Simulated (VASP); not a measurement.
# SrO (Fm-3m) in VASP: a series of runs, part 2 of 2

VASP 6.6.1. The steps go on from the part before.

### Step 3. Single point, PBE

INCAR reads:

```
PREC     = Accurate       # precision mode
ENCUT    = 600            # plane-wave cutoff, eV
EDIFF    = 1E-6           # SCF threshold, eV
ISMEAR   = -1             # smearing method
SIGMA    = 0.03           # smearing width, eV
LREAL    = False          # projectors in reciprocal space
LASPH    = True           # aspherical terms in the spheres
NELM     = 120            # most SCF steps
ALGO     = Normal         # electronic algorithm
ISIF     = 2              # what is computed and relaxed
LWAVE    = False          # write WAVECAR
LCHARG   = False          # write CHGCAR
GGA      = PE             # functional
NBANDS   = 15             # bands
GGA_COMPAT= False
```

KPOINTS reads:

```
Automatic mesh
0
Gamma
  8 8 8
```

POSCAR reads:

```
SrO
1.0
    0.0000000000      2.5698000000      2.5698000000
    2.5698000000      0.0000000000      2.5698000000
    2.5698000000      2.5698000000      0.0000000000
Sr O
1 1
Direct
    0.0000000000      0.0000000000      0.0000000000
    0.5000000000      0.5000000000      0.5000000000
```

Potentials or basis: VASP PAW PBE potentials, release 64 (Sr_sv, O).

Launch:

```bash
cat potpaw_PBE.64/Sr_sv/POTCAR potpaw_PBE.64/O/POTCAR > POTCAR
mpirun -np 1 vasp_std > vasp.out
```

Wall time 23 s (1 thread of Intel Xeon Platinum 8259CL at 2.50GHz (Skylake/Cascade Lake), shared host); peak memory 0.17 GiB.

It converged, with:

```yaml
Free_energy: -12.0420 eV
Pressure: 3.4 GPa
Band_gap_on_the_k_mesh: 3.27 eV, indirect (least direct gap 3.35 eV)
```

Levels at points of the mesh, in eV from the valence-band top:
```csv
k point,band 4,band 5,band 6,band 7,band 8,band 9,band 10,band 11,band 12,band 13
"(0.00, 0.00, 0.00)",-14.02,-14.02,0.00,0.00,0.00,3.99,6.21,6.21,6.21,8.39
"(0.50, 0.00, 0.00)",-14.10,-12.83,-2.17,-1.14,-1.14,6.56,8.47,8.86,8.86,11.93
"(0.50, 0.50, 0.00)",-14.39,-14.39,-0.43,-0.09,-0.09,3.27,7.82,10.18,10.40,11.10
```

A k mesh can miss the band edges.

### Step 4. Single point, r2SCAN

POSCAR is that of step 3.

INCAR.step1 reads:

```
ALGO = Normal
EDIFF = 1E-5
ENCUT = 660
GGA = PE
GGA_COMPAT = False
ISMEAR = -1
LASPH = True
LCHARG = False
LREAL = False
LWAVE = True
NBANDS = 15
NELM = 120
PREC = Accurate
SIGMA = 0.03
```

INCAR.step2 reads:

```
ALGO = Normal
EDIFF = 1E-6
ENCUT = 660
GGA_COMPAT = False
ISIF = 2
ISMEAR = -1
ISTART = 1
LASPH = True
LCHARG = True
LELF = True
LMIXTAU = True
LREAL = False
LVHAR = True
LWAVE = False
METAGGA = R2SCAN
NBANDS = 15
NELM = 120
PREC = Accurate
SIGMA = 0.03
```

KPOINTS reads:

```
k-points
0
Gamma
  8 8 8
```

Potentials or basis: VASP PAW PBE potentials, release 64 (Sr_sv, O).

Launch:

```bash
cat potpaw_PBE.64/Sr_sv/POTCAR potpaw_PBE.64/O/POTCAR > POTCAR
cp INCAR.step1 INCAR
mpirun -np 1 vasp_std > vasp.out
cp INCAR.step2 INCAR
mpirun -np 1 vasp_std > vasp.out
```

OUTCAR:

```text
EDIFF = 1E-6
   ENCUT = 660
   ISIF = 2
   ISMEAR = -1
   ISTART = 1
   LASPH = True
   LREAL = False
   METAGGA = R2SCAN
   NELM = 120
   PREC = Accurate

 ion  position               nearest neighbor table
   1  0.000  0.000  0.000-   2 2.57   2 2.57   2 2.57   2 2.57   2 2.57   2 2.57
   2  0.500  0.500  0.500-   1 2.57   1 2.57   1 2.57   1 2.57   1 2.57   1 2.57

  LATTYP: Found a face centered cubic cell.
 ALAT       =     5.1396000000

  Lattice vectors:

[... 619 lines left out ...]

  FORCE on cell =-STRESS in cart. coord.  units (eV):
  Direction    XX          YY          ZZ          XY          YZ          ZX
  --------------------------------------------------------------------------------------
  -------------------------------------------------------------------------------------
  Total        0.3323798      0.3323798      0.3323798      0.0000000      0.0000000      0.0000000
  in kB       15.6897943     15.6897943     15.6897943      0.0000000      0.0000000      0.0000000
  external PRESSURE =      15.6897943 kB  Pullay stress =       0.0000000 kB

 VOLUME and BASIS-vectors are now :
 -----------------------------------------------------------------------------
  energy-cutoff  :      660.00
  volume of cell :       33.94
      direct lattice vectors                 reciprocal lattice vectors
     0.000000000  2.569800000  2.569800000    -0.194567671  0.194567671  0.194567671
     2.569800000  0.000000000  2.569800000     0.194567671 -0.194567671  0.194567671
     2.569800000  2.569800000  0.000000000     0.194567671  0.194567671 -0.194567671

 POSITION                                       TOTAL-FORCE (eV/Angst)
 -----------------------------------------------------------------------------------
      0.00000      0.00000      0.00000        -0.000000     -0.000000     -0.000000
      2.56980      2.56980      2.56980         0.000000      0.000000      0.000000
 -----------------------------------------------------------------------------------
    total drift:                                0.000000      0.000000      0.000000

  FREE ENERGIE OF THE ION-ELECTRON SYSTEM (eV)
  ---------------------------------------------------
  free  energy   TOTEN  =       -27.0568796363 eV

  energy  without entropy=      -27.0568796363  energy(sigma->0) =      -27.05687964
```

OUTCAR.step1:

```text
EDIFF = 1E-5
   ENCUT = 660
   GGA = PE
   ISMEAR = -1
   LASPH = True
[... 652 lines left out ...]
      0.00000      0.00000      0.00000        -0.000000      0.000000      0.000000
      2.56980      2.56980      2.56980         0.000000      0.000000     -0.000000
 -----------------------------------------------------------------------------------
    total drift:                                0.000000      0.000000      0.000000

  FREE ENERGIE OF THE ION-ELECTRON SYSTEM (eV)
  ---------------------------------------------------
  free  energy   TOTEN  =       -12.0437922998 eV

  energy  without entropy=      -12.0437922997  energy(sigma->0) =      -12.04379230
```

OSZICAR.step1:

```text
N       E                     dE             d eps       ncg     rms          rms(c)
DAV:   1     0.793307868053E+02    0.79331E+02   -0.10007E+04   870   0.128E+03
DAV:   2    -0.104402986982E+02   -0.89771E+02   -0.82493E+02  1209   0.237E+02
DAV:   3    -0.141837769289E+02   -0.37435E+01   -0.37195E+01  1166   0.433E+01
DAV:   4    -0.142450527002E+02   -0.61276E-01   -0.61268E-01  1092   0.533E+00
DAV:   5    -0.142458026971E+02   -0.75000E-03   -0.75000E-03  1134   0.443E-01    0.165E+01
DAV:   6    -0.121919937213E+02    0.20538E+01   -0.66398E+00   891   0.195E+01    0.194E+01
DAV:   7    -0.120531846437E+02    0.13881E+00   -0.29407E-01  1010   0.487E+00    0.113E+01
DAV:   8    -0.120417725959E+02    0.11412E-01   -0.11962E-01  1094   0.346E+00    0.450E-01
DAV:   9    -0.120431742509E+02   -0.14017E-02   -0.57727E-03  1106   0.488E-01    0.235E-01
DAV:  10    -0.120436336416E+02   -0.45939E-03   -0.45804E-04   968   0.203E-01    0.847E-02
DAV:  11    -0.120437737975E+02   -0.14016E-03   -0.13778E-04   919   0.890E-02    0.270E-02
DAV:  12    -0.120437922028E+02   -0.18405E-04   -0.28015E-05   925   0.396E-02    0.216E-02
DAV:  13    -0.120437922998E+02   -0.97021E-07   -0.13524E-06   617   0.106E-02
   1 F= -.12043792E+02 E0= -.12043792E+02  d E =-.421506E-10
```

Wall time 100 s (1 thread of Intel Xeon Platinum 8259CL at 2.50GHz (Skylake/Cascade Lake), shared host); peak memory 0.18 GiB.

Results:

| Property | Result |
| --- | --- |
| Free energy | -27.0569 eV |
| Pressure | 1.6 GPa |
| Band gap on the k mesh | 3.74 eV, indirect (least direct gap 3.83 eV) |

Caveat: the PAW data sets were made with another functional, which shifts forces and pressure a little.

### Step 5. Summary

| level | potentials or basis | cutoff (eV) | gap on the mesh (eV) | pressure (GPa) |
| --- | --- | --- | --- | --- |
| LDA | VASP PAW LDA potentials, release 64 (Sr_sv, O) | 600 | 3.10 | -3.6 |
| PBE | VASP PAW PBE potentials, release 64 (Sr_sv, O) | 600 | 3.27 | 3.4 |
| r2SCAN | VASP PAW PBE potentials, release 64 (Sr_sv, O) | 660 | 3.74 | 1.6 |

Alike in all rows: task single point; no spin polarisation; cell as given; k mesh 8 × 8 × 8; smearing fermi-dirac 0.03 eV.

Caveats: the PAW data sets were made with another functional, which shifts forces and pressure a little (some runs).

Absolute energies hang on the potentials; compare differences alone.
